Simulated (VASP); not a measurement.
# Ca3AsP (Pm-3m) in VASP: single point with PBE

Aim: the single point of Ca3AsP with PBE.

Everything below comes from runs of VASP 6.6.1. Logs are shortened: lines on timing, memory, paths and dates and some standing lists are left out, and cuts for length are marked.

## 1. The cell of the first run

Symmetry: Pm-3m, No. 221, cubic system. Conventional cell: a = 5.334 Å, b = 5.334 Å, c = 5.334 Å, α = 90.00°, β = 90.00°, γ = 90.00°. Ca (site symmetry 4/mmm) has 2 P at 2.67 Å within 3.5 Å. P (site symmetry m-3m) has 6 Ca at 2.67 Å within 3.5 Å. Within 5.0 Å of As (site symmetry m-3m) lie 12 Ca at 3.77 Å and 8 P at 4.62 Å.

## 2. Single point, PBE

INCAR reads:

```
  PREC = Accurate
  ENCUT = 500
  EDIFF = 1E-6
  ISMEAR = 0
  SIGMA = 0.01
  LREAL = False
  LASPH = True
  NELM = 120
  ALGO = Normal
  ISIF = 2
  LWAVE = False
  LCHARG = True
  GGA = PE
  LELF = True
  LVHAR = True
  NBANDS = 28
  GGA_COMPAT = False
```

KPOINTS reads:

```
Automatic mesh
0
Gamma
  3 3 3
```

POSCAR reads:

```
Ca3AsP
1.0
    5.3338990000      0.0000000000      0.0000000000
    0.0000000000      5.3338990000      0.0000000000
    0.0000000000      0.0000000000      5.3338990000
Ca P As
3 1 1
Direct
    0.0000000000      0.5000000000      0.5000000000
    0.5000000000      0.0000000000      0.5000000000
    0.5000000000      0.5000000000      0.0000000000
    0.5000000000      0.5000000000      0.5000000000
    0.0000000000      0.0000000000      0.0000000000
```

Potentials or basis: VASP PAW PBE potentials, release 64 (Ca_sv, P, As).

The run is started by

```sh
$ cat potpaw_PBE.64/Ca_sv/POTCAR potpaw_PBE.64/P/POTCAR potpaw_PBE.64/As/POTCAR > POTCAR
$ mpirun -np 1 vasp_std > vasp.out
```

OUTCAR:

```text
PREC = Accurate
   ENCUT = 500
   EDIFF = 1E-6
   ISMEAR = 0
   LREAL = False
   LASPH = True
   NELM = 120
   ISIF = 2
   GGA = PE

 ion  position               nearest neighbor table
   1  0.000  0.500  0.500-   4 2.67   4 2.67
   2  0.500  0.000  0.500-   4 2.67   4 2.67
   3  0.500  0.500  0.000-   4 2.67   4 2.67
   4  0.500  0.500  0.500-   1 2.67   2 2.67   3 2.67   3 2.67   2 2.67   1 2.67
   5  0.000  0.000  0.000-

  LATTYP: Found a simple cubic cell.
 ALAT       =     5.3338990000

  Lattice vectors:

 A1 = (   5.3338990000,   0.0000000000,   0.0000000000)
 A2 = (   0.0000000000,   5.3338990000,   0.0000000000)
 A3 = (   0.0000000000,   0.0000000000,   5.3338990000)

Analysis of symmetry for initial positions (statically):
=====================================================================
 Subroutine PRICEL returns:
 Original cell was already a primitive cell.

 Routine SETGRP: Setting up the symmetry group for a
 simple cubic supercell.

 Subroutine GETGRP returns: Found 48 space group operations
 (whereof 48 operations were pure point group operations)
 out of a pool of 48 trial point group operations.

The static configuration has the point symmetry O_h .

Analysis of symmetry for dynamics (positions and initial velocities):
=====================================================================
 Subroutine PRICEL returns:
 Original cell was already a primitive cell.

 Routine SETGRP: Setting up the symmetry group for a
 simple cubic supercell.

 Subroutine GETGRP returns: Found 48 space group operations
 (whereof 48 operations were pure point group operations)
 out of a pool of 48 trial point group operations.

The dynamic configuration has the point symmetry O_h .

 Subroutine INISYM returns: Found 48 space group operations
 (whereof 48 operations are pure point group operations),
 and found     1 'primitive' translations

----------------------------------------------------------------------------------------

                                     Primitive cell

  volume of cell :     151.7520

  direct lattice vectors                    reciprocal lattice vectors
     5.333899000  0.000000000  0.000000000     0.187480115  0.000000000  0.000000000
     0.000000000  5.333899000  0.000000000     0.000000000  0.187480115  0.000000000
     0.000000000  0.000000000  5.333899000     0.000000000  0.000000000  0.187480115

  length of vectors
     5.333899000  5.333899000  5.333899000     0.187480115  0.187480115  0.187480115

  position of ions in fractional coordinates (direct lattice)
     0.000000000  0.500000000  0.500000000
     0.500000000  0.000000000  0.500000000
     0.500000000  0.500000000  0.000000000
     0.500000000  0.500000000  0.500000000
     0.000000000  0.000000000  0.000000000

  ion indices of the primitive-cell ions
   primitive index   ion index
                 1           1
                 2           2
                 3           3
                 4           4
                 5           5

----------------------------------------------------------------------------------------

 KPOINTS: Automatic mesh

Automatic generation of k-mesh.
 Grid dimensions read from file:
 generate k-points for:    3    3    3

 Generating k-lattice:

  Cartesian coordinates                     Fractional coordinates (reciprocal lattice)
     0.062493372  0.000000000  0.000000000     0.333333333  0.000000000  0.000000000
     0.000000000  0.062493372  0.000000000     0.000000000  0.333333333  0.000000000
     0.000000000  0.000000000  0.062493372     0.000000000  0.000000000  0.333333333

  Length of vectors
     0.062493372  0.062493372  0.062493372

  Shift w.r.t. Gamma in fractional coordinates (k-lattice)
     0.000000000  0.000000000  0.000000000

 Subroutine IBZKPT returns following result:
 ===========================================

 Found      4 irreducible k-points:

 Following reciprocal coordinates:
            Coordinates               Weight
  0.000000  0.000000  0.000000      1.000000
  0.333333  0.000000  0.000000      6.000000
  0.333333  0.333333  0.000000     12.000000
  0.333333  0.333333  0.333333      8.000000
   k-points           NKPTS =      4   k-points in BZ     NKDIM =      4   number of bands    NBANDS=     28
   number of dos      NEDOS =    301   number of ions     NIONS =      5
   total plane-waves  NPLWV =  64000
   dimension x,y,z NGX =    40 NGY =   40 NGZ =   40
   dimension x,y,z NGXF=    80 NGYF=   80 NGZF=   80
   ions per type =               3   1   1
   NGX,Y,Z   is equivalent  to a cutoff of  12.47, 12.47, 12.47 a.u.
   NGXF,Y,Z  is equivalent  to a cutoff of  24.93, 24.93, 24.93 a.u.
 SYSTEM =  unknown system
   PREC   = accura    normal or accurate (medium, high low for compatibility)
   ISTART =      0    job   : 0-new  1-cont  2-samecut
   ICHARG =      2    charge: 1-file 2-atom 10-const
   ISPIN  =      1    spin polarized calculation?
   LNONCOLLINEAR =      F non collinear calculations
   LSORBIT =      F    spin-orbit coupling
   LASPH  =      T    aspherical Exc in radial PAW
   ENCUT  =  500.0 eV  36.75 Ry    6.06 a.u.   9.72  9.72  9.72*2*pi/ulx,y,z
   NELM   =    120;   NELMIN=  2; NELMDL= -5     # of ELM steps
   EDIFF  = 0.1E-05   stopping-criterion for ELM
   LREAL  =      F    real-space projection
   EDIFFG = 0.1E-04   stopping-criterion for IOM
   NSW    =      0    number of steps for IOM
   IBRION =     -1    ionic relax: 0-MD 1-quasi-New 2-CG
   NFREE  =      0    steps in history (QN), initial steepest desc. (CG)
   ISIF   =      2    stress and relaxation
   ISYM   =      2    0-nonsym 1-usesym 2-fastsym
   POTIM  = 0.5000    time-step for ionic-motion
   TEBEG  =    0.0;   TEEND  =   0.0 temperature during run
   PSTRESS=    0.0 pullay stress
   NELECT =      40.0000    total number of electrons
   NUPDOWN=      -1.0000    fix difference up-down
   EMIN   =  10.00;   EMAX   =-10.00  energy-range for DOS
   EFERMI =   0.00;   METHOD = LEGACY
   ISMEAR =     0;   SIGMA  =   0.01  broadening in eV -4-tet -1-fermi 0-gaus
   EFERMI_NEDOS =   21; number of points for ismear=-14 and -15
   IALGO  =     38    algorithm
   IMIX   =      4    mixing-type and parameters
     AMIX     =   0.40;   BMIX     =  1.00
     AMIX_MAG =   1.60;   BMIX_MAG =  1.00
  volume/ion in A,a.u.               =      30.35       204.81
  Fermi-wavevector in a.u.,A,eV,Ry     =   1.049663  1.983576 14.990806  1.101793
  Thomas-Fermi vector in A             =   2.184635
   LORBIT       =      0    0 simple, 1 ext, 2 COOP (PROOUT), +10 PAW based schemes
   GGA     = PE    functional components
   LHFCALC =     F    Hartree Fock is set to
   AEXX    =    0.0000 exact exchange contribution
   IVDW    =     0    specifies the selected vdW correction
   LEPSILON=     F    determine dielectric tensor
   LRPA    =     F    only Hartree local field effects (RPA)
 non-spin polarized calculation
 Gauss-broadening in eV      SIGMA  =   0.01
  energy-cutoff  :      500.00
  volume of cell :      151.75
 maximum number of plane-waves:      3887
 NGX is ok and might be reduce to    40
   NGX = 19   NGY = 19   NGZ = 19

 number of electron      39.9999982 magnetization

 Free energy of the ion-electron system (eV)
  ---------------------------------------------------
  ext. energy  EPLUGINS =         0.00000000
  ---------------------------------------------------
  free energy    TOTEN  =       -20.09876266 eV

  energy without entropy =      -20.09876266  energy(sigma->0) =      -20.09876266

 E-fermi :   2.7777     XC(G=0):  -8.4447

 val. band max:        2.6540234021   @ k =   0.0000   0.0000   0.0000
 cond. band min:       2.8240983867   @ k =   0.0000   0.0000   0.0000
 fundamental gap:      0.1700749846
 Fermi energy:         2.7776776387

 k-point     1 :       0.0000    0.0000    0.0000
  band No.  band energies     occupation
      1     -38.5158      2.00000
      2     -38.4908      2.00000
      3     -38.4908      2.00000
      4     -19.6205      2.00000
      5     -19.6205      2.00000
      6     -19.6205      2.00000
      7     -19.5505      2.00000
      8     -19.5505      2.00000
      9     -19.5505      2.00000
     10     -19.4454      2.00000
     11     -19.4454      2.00000
     12     -19.4454      2.00000
     13      -7.3493      2.00000
     14      -6.3317      2.00000
     15       0.9235      2.00000
     16       0.9235      2.00000
     17       0.9235      2.00000
     18       2.6540      2.00000
     19       2.6540      2.00000
     20       2.6540      2.00000
     21       2.8241      0.00000
     22       3.5320      0.00000
     23       3.5320      0.00000
     24       3.7251      0.00000
     25       3.7251      0.00000
     26       3.7251      0.00000
     27       6.1919      0.00000
     28       6.1920      0.00000

 k-point     2 :       0.3333    0.0000    0.0000
  band No.  band energies     occupation
      1     -38.5105      2.00000
      2     -38.4959      2.00000
      3     -38.4907      2.00000
      4     -19.6014      2.00000
      5     -19.6014      2.00000
      6     -19.5932      2.00000
      7     -19.5574      2.00000
      8     -19.5574      2.00000
      9     -19.5519      2.00000
     10     -19.4873      2.00000
     11     -19.4577      2.00000
     12     -19.4577      2.00000
     13      -7.0774      2.00000
     14      -6.3252      2.00000
     15       0.0376      2.00000
     16       0.8986      2.00000
     17       0.9415      2.00000
     18       0.9415      2.00000
     19       1.9849      2.00000
     20       1.9849      2.00000
     21       3.8728      0.00000
     22       3.9196      0.00000
     23       4.1035      0.00000
     24       4.8910      0.00000
     25       4.8910      0.00000
     26       5.1323      0.00000
     27       5.9137      0.00000
     28       6.2137      0.00000

 k-point     3 :       0.3333    0.3333    0.0000
  band No.  band energies     occupation
      1     -38.5060      2.00000
      2     -38.4969      2.00000
      3     -38.4941      2.00000
      4     -19.6183      2.00000
      5     -19.5875      2.00000
      6     -19.5819      2.00000
      7     -19.5710      2.00000
      8     -19.5592      2.00000
      9     -19.5420      2.00000
     10     -19.5196      2.00000
     11     -19.4755      2.00000
     12     -19.4236      2.00000
     13      -6.8211      2.00000
     14      -6.2947      2.00000
     15      -0.3561      2.00000
     16      -0.1942      2.00000
     17       0.8396      2.00000
     18       1.2659      2.00000
     19       1.7092      2.00000
     20       1.8941      2.00000
     21       4.1979      0.00000
     22       4.2759      0.00000
     23       4.6815      0.00000
     24       4.7664      0.00000
     25       5.3198      0.00000
     26       5.6672      0.00000
     27       5.9937      0.00000
     28       6.2427      0.00000

 k-point     4 :       0.3333    0.3333    0.3333
  band No.  band energies     occupation
      1     -38.5031      2.00000
      2     -38.4968      2.00000
      3     -38.4968      2.00000
      4     -19.6541      2.00000
      5     -19.6069      2.00000
      6     -19.6069      2.00000
      7     -19.6028      2.00000
      8     -19.5238      2.00000
      9     -19.5238      2.00000
     10     -19.5164      2.00000
     11     -19.4271      2.00000
     12     -19.4271      2.00000
     13      -6.5685      2.00000
     14      -6.2713      2.00000
     15      -0.2988      2.00000
     16      -0.2688      2.00000
     17      -0.2688      2.00000
     18       1.4409      2.00000
     19       1.4409      2.00000
     20       1.4631      2.00000
     21       4.7269      0.00000
     22       4.8443      0.00000
     23       4.8647      0.00000
     24       4.8647      0.00000
     25       5.4794      0.00000
     26       5.4794      0.00000
     27       5.9676      0.00000
     28       6.2280      0.00000

------------------------ aborting loop because EDIFF is reached ----------------------------------------

  FORCE on cell =-STRESS in cart. coord.  units (eV):
  Direction    XX          YY          ZZ          XY          YZ          ZX
  --------------------------------------------------------------------------------------
  -------------------------------------------------------------------------------------
  Total        0.0430908      0.0430908      0.0430908      0.0000000      0.0000000     -0.0000000
  in kB        0.4549472      0.4549472      0.4549472      0.0000000      0.0000000     -0.0000000
  external PRESSURE =       0.4549472 kB  Pullay stress =       0.0000000 kB

 VOLUME and BASIS-vectors are now :
 -----------------------------------------------------------------------------
  energy-cutoff  :      500.00
  volume of cell :      151.75
      direct lattice vectors                 reciprocal lattice vectors
     5.333899000  0.000000000  0.000000000     0.187480115  0.000000000  0.000000000
     0.000000000  5.333899000  0.000000000     0.000000000  0.187480115  0.000000000
     0.000000000  0.000000000  5.333899000     0.000000000  0.000000000  0.187480115

 POSITION                                       TOTAL-FORCE (eV/Angst)
 -----------------------------------------------------------------------------------
      0.00000      2.66695      2.66695         0.000000      0.000000      0.000000
      2.66695      0.00000      2.66695         0.000000      0.000000      0.000000
      2.66695      2.66695      0.00000         0.000000      0.000000      0.000000
      2.66695      2.66695      2.66695         0.000000      0.000000      0.000000
      0.00000      0.00000      0.00000         0.000000      0.000000      0.000000
 -----------------------------------------------------------------------------------
    total drift:                               -0.000000     -0.000000     -0.000000

  FREE ENERGIE OF THE ION-ELECTRON SYSTEM (eV)
  ---------------------------------------------------
  free  energy   TOTEN  =       -20.0987626593 eV

  energy  without entropy=      -20.0987626593  energy(sigma->0) =      -20.09876266
```

It took 46 s on 1 thread of Intel Xeon 8259CL, shared host; peak memory 0.24 GiB.

What came out:

```yaml
Free_energy: -20.0988 eV
Pressure: 0.0 GPa
Band_gap_on_the_k_mesh: 0.17 eV, direct
```

Levels at points of the mesh, in eV from the valence-band top:
```
           k point  band 17  band 18  band 19  band 20  band 21  band 22  band 23  band 24
(0.00, 0.00, 0.00)    -1.73     0.00     0.00     0.00     0.17     0.88     0.88     1.07
```
